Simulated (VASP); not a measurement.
Crystal: TiO.

```
CELL_PARAMETERS angstrom
2.85161 0.00000 0.00000
-1.42580 2.46956 0.00000
0.00000 0.00000 5.56750
ATOMIC_POSITIONS crystal
Ti 0.33333 0.66667 0.25000
Ti 0.66667 0.33333 0.75000
O 0.00000 0.00000 0.00000
O 0.00000 0.00000 0.50000
```

| Property | Result |
| --- | --- |
| Program | VASP 6.6.1 |
| Task | relaxation of cell and atoms |
| Functional | r2SCAN |
| Dispersion | D3(BJ) |
| Potentials or basis | VASP PAW PBE potentials, release 64 (Ti_sv, O) |
| Cutoff | 600 eV |
| k mesh | 18 × 18 × 8 |
| Occupations | gaussian, width 0.1 eV |
| Spin | no spin polarisation |

At the start: pressure -7.1 GPa; volume 9.80 Å³/atom.

Q: Where does the relaxation end?

A: Over 5 steps the energy falls by 6.7 meV/atom and the volume is 9.51 Å³/atom (-3.0 %); space group P6_3/mmc (No. 194, to 0.1 Å) before and after.

Step by step:
```tsv
step	energy change (eV)	largest force (eV/Å)	pressure (GPa)	volume (Å³)
1	0.0000	0.0000	-7.11	39.21
2	0.0096	0.0000	9.42	36.79
3	-0.0264	0.0000	0.01	38.07
4	-0.0264	0.0000	0.17	38.04
5	-0.0267	0.0000	0.12	38.05
```

Final structure:
```
Ti O
1.0
     2.81821    0.00000    0.00000
    -1.40910    2.44064    0.00000
     0.00000    0.00000    5.53148
Ti O
2 2
Direct
  0.33333 0.66667 0.25000
  0.66667 0.33333 0.75000
  0.00000 0.00000 0.00000
  0.00000 0.00000 0.50000
```

Caveat: the PAW data sets were made with another functional, which shifts forces and pressure a little.
